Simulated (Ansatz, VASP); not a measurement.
**YSi2: VASP beside Ansatz**

```
Y Si
1.0
     3.81719    0.00000    0.00000
    -1.90860    3.30578    0.00000
     0.00000    0.00000    4.12615
Y Si
1 2
Cartesian
  0.0000 0.0000 0.0000
  0.0000 2.2039 2.0631
  1.9086 1.1019 2.0631
```

Change from the starting cell: volume scaled by 0.99.

Alike in both runs: task single point; functional PBEsol; k mesh 12 × 12 × 10; occupations fermi-dirac, width 0.05 eV; no spin polarisation.

|  | VASP | Ansatz |
| --- | --- | --- |
| version | VASP 6.6.1 | Ansatz 0.2.0 |
| potentials or method | VASP PAW PBE potentials, release 64 (Y_sv, Si), cutoff 520 eV | all-electron LAPW, scalar-relativistic |

Ansatz gave:

* pressure (GPa): 10.7
* traceless stress, the component that is largest in VASP (GPa): -12.08

Task: What did VASP give for the same quantities?

Result: Pressure (GPa): 10.8; traceless stress, the component that is largest in VASP (GPa): -12.19.

VASP's potentials were made for PBE, not for PBEsol. Ansatz ran all-electron here, and VASP with PAW potentials.
